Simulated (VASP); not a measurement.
A run of VASP 6.6.1 is set up as follows.

INCAR

```
ALGO = Normal
EDIFF = 1E-6
ENCUT = 520
GGA = PS
GGA_COMPAT = F
ISIF = 2
ISMEAR = -1
ISYM = 0
LASPH = T
LCHARG = T
LELF = T
LREAL = Auto
LVHAR = T
LWAVE = F
NBANDS = 333
NELECT = 584.0
NELM = 120
PREC = Accurate
SIGMA = 0.05
```

KPOINTS

```
Automatic mesh
0
Gamma
  1 1 1
  0.25 0.25 0.25
```

The input POSCAR:

```
Ti24O49
1.0
    9.1828280000      0.0000000000      0.0000000000
    0.0000000000      9.1828280000      0.0000000000
    0.0000000000      0.0000000000      8.8166120000
Ti O
24 49
Direct
    0.0007960000      0.0019180000      0.9979130000
    0.9937450000      0.9951350000      0.3313450000
    0.0025510000      0.0018660000      0.6637620000
    0.9964490000      0.5051250000      0.0002820000
    0.0007860000      0.4970450000      0.3317710000
    0.0013600000      0.4987680000      0.6633440000
    0.4941580000      0.0041250000      0.9955790000
    0.5014230000      0.9960830000      0.3319050000
    0.5051400000      0.9990440000      0.6664020000
    0.5015990000      0.5045690000      0.9958000000
    0.4961330000      0.5005260000      0.3295130000
    0.5094810000      0.5042360000      0.6634080000
    0.2374380000      0.2362030000      0.1803210000
    0.2596810000      0.2511770000      0.5053750000
    0.2466580000      0.2568230000      0.8320230000
    0.2500610000      0.7506660000      0.1653460000
    0.2508230000      0.7485780000      0.4985770000
    0.2503660000      0.7513160000      0.8301610000
    0.7461230000      0.2503210000      0.1630450000
    0.7488960000      0.2496820000      0.4959700000
    0.7546650000      0.2544180000      0.8299550000
    0.7435960000      0.7482590000      0.1655580000
    0.7524300000      0.7479140000      0.4993400000
    0.7563710000      0.7560660000      0.8331290000
    0.1566430000      0.1523540000      0.9976180000
    0.1475960000      0.1526300000      0.3419240000
    0.1541190000      0.1554600000      0.6684060000
    0.1526860000      0.6503870000      0.9996430000
    0.1524850000      0.6505650000      0.3297230000
    0.1524390000      0.6511030000      0.6658490000
    0.6522350000      0.1526050000      0.9952910000
    0.6522120000      0.1504710000      0.3301280000
    0.6519370000      0.1522850000      0.6668420000
    0.6532170000      0.6533540000      0.9964490000
    0.6541060000      0.6520370000      0.3331660000
    0.6504240000      0.6599000000      0.6632830000
    0.3066940000      0.3901240000      0.0278510000
    0.3450220000      0.3468160000      0.3320270000
    0.3490770000      0.3513600000      0.6659270000
    0.3476210000      0.8476950000      0.9977480000
    0.3461120000      0.8494710000      0.3332380000
    0.3505910000      0.8423810000      0.6634900000
    0.8472080000      0.3486950000      0.9996360000
    0.8457190000      0.3479220000      0.3326730000
    0.8517470000      0.3451030000      0.6606170000
    0.8480930000      0.8495670000      0.0002430000
    0.8464980000      0.8489010000      0.3301170000
    0.8483120000      0.8506700000      0.6650000000
    0.0876470000      0.3965820000      0.1679240000
    0.0997040000      0.4044610000      0.4985070000
    0.0929770000      0.4004890000      0.8307130000
    0.0985420000      0.9033950000      0.1658030000
    0.0982940000      0.9023140000      0.4994480000
    0.0991610000      0.9017870000      0.8319140000
    0.5983140000      0.4035480000      0.1655910000
    0.5975460000      0.4008970000      0.4974280000
    0.6164600000      0.4152600000      0.8210210000
    0.5962110000      0.9021350000      0.1628020000
    0.5986910000      0.9015490000      0.4950020000
    0.5997990000      0.9032940000      0.8341050000
    0.3976010000      0.0976050000      0.1674710000
    0.4025620000      0.0983070000      0.4985050000
    0.3954650000      0.0850030000      0.8228910000
    0.4105050000      0.6086830000      0.1686100000
    0.4013230000      0.5972430000      0.4956550000
    0.4029780000      0.5955550000      0.8318620000
    0.9031430000      0.0988880000      0.1650160000
    0.9018270000      0.0970300000      0.4996040000
    0.9046320000      0.0992180000      0.8324130000
    0.9008720000      0.5999290000      0.1655690000
    0.9013930000      0.5995750000      0.4997180000
    0.9009400000      0.5992870000      0.8307940000
    0.4188000000      0.3055900000      0.9561910000
```

Potentials or basis: VASP PAW PBE potentials, release 64 (Ti_sv, O).

Command:

```console
$ cat potpaw_PBE.64/Ti_sv/POTCAR potpaw_PBE.64/O/POTCAR > POTCAR
$ mpirun -np 1 vasp_std > vasp.out
```

Estimate the largest force.

0.333 eV/Å.

Forces on the atoms (eV/Å):
```
Ti  -0.041 -0.040  0.021
Ti  -0.036 -0.009  0.044
Ti   0.040  0.052 -0.004
Ti  -0.012 -0.074 -0.028
Ti  -0.006  0.055  0.036
Ti   0.003  0.014  0.023
Ti   0.041  0.002 -0.016
Ti  -0.014  0.007 -0.002
Ti  -0.019 -0.026 -0.031
Ti   0.149  0.012 -0.021
Ti   0.017 -0.027  0.083
Ti  -0.082 -0.030 -0.038
Ti   0.025  0.019 -0.025
Ti  -0.078  0.033  0.039
Ti  -0.046 -0.012 -0.108
Ti  -0.017  0.022  0.005
Ti   0.003 -0.023 -0.007
Ti   0.012 -0.004  0.024
Ti   0.065 -0.042 -0.006
Ti   0.030 -0.049  0.020
Ti  -0.009 -0.027  0.041
Ti   0.022  0.057 -0.002
Ti  -0.022  0.055 -0.074
Ti  -0.076  0.023 -0.062
O   -0.061 -0.090  0.059
O   -0.111 -0.090  0.005
O   -0.071 -0.110  0.004
O   -0.032 -0.028 -0.010
O   -0.045 -0.017 -0.003
O   -0.060 -0.010  0.012
O   -0.055 -0.005  0.006
O   -0.071 -0.013 -0.006
O   -0.038 -0.003 -0.023
O   -0.101 -0.106  0.007
O   -0.102 -0.138  0.032
O   -0.076 -0.110  0.053
O   -0.220  0.204  0.142
O    0.127  0.085 -0.112
O    0.136  0.089  0.040
O    0.019  0.030  0.012
O    0.031  0.046 -0.017
O    0.045  0.052 -0.013
O    0.055  0.040  0.002
O    0.018  0.054 -0.009
O    0.025  0.055 -0.039
O    0.118  0.053 -0.002
O    0.084  0.045 -0.006
O    0.129  0.078  0.018
O    0.003 -0.004  0.011
O   -0.021 -0.030 -0.006
O   -0.031  0.077 -0.001
O    0.064  0.000  0.001
O   -0.005 -0.045 -0.041
O    0.006 -0.017 -0.002
O   -0.079 -0.021 -0.044
O    0.028  0.053  0.021
O    0.032 -0.001  0.055
O   -0.025  0.011 -0.005
O    0.014  0.006  0.038
O   -0.007 -0.023  0.008
O    0.021 -0.030 -0.002
O    0.054 -0.018  0.018
O   -0.020 -0.015  0.036
O   -0.033 -0.011 -0.053
O    0.046  0.033  0.024
O   -0.032  0.022 -0.005
O    0.009  0.072 -0.006
O   -0.053 -0.007 -0.026
O   -0.011  0.024 -0.006
O    0.010 -0.008 -0.007
O    0.026 -0.058 -0.031
O    0.019 -0.013  0.036
O    0.294 -0.099 -0.077
```

Caveat: the cell carries a net charge on a neutralising background, which shifts energy and pressure; the PAW data sets were made with another functional, which shifts forces and pressure a little.
